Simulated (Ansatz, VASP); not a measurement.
# One calculation of Ge4As, two programs

```
Ge As
1.0
     4.92051    0.00000    0.00000
     0.00000    4.92051    0.00000
     0.00000    0.00000    4.92051
Ge As
4 1
Direct
  0.50000 0.50000 0.50000
  0.50000 0.00000 0.00000
  0.00000 0.50000 0.00000
  0.00000 0.00000 0.50000
  0.00000 0.00000 0.00000
```

Alike in both runs: task relaxation of cell and atoms; functional PBE; k mesh 4 × 4 × 4; occupations gaussian, width 0.1 eV; no spin polarisation.

```csv
,VASP,Ansatz
version,VASP 6.6.1,Ansatz 0.2.0
potentials or method,"VASP PAW PBE potentials, release 64 (Ge_d, As), cutoff 600 eV","scalar-relativistic, plane waves, PAW"
valence electrons in the cell,61,71
```

```csv
,VASP,Ansatz,Ansatz less VASP
"gap on the k mesh at the Fermi level, each at its own relaxed structure (eV)",none,none,-
relaxed volume (Å³/atom),24.36,24.18,-0.186
relaxed length of the cell vector where the two differ most in proportion (Å),4.957,4.944,-0.0126
```

A gap of «none» marks a metal or a gap that the smearing closes. VASP's potentials hold 61 valence electrons a cell and Ansatz's 71, so a difference there can come from the potentials and not from the codes.
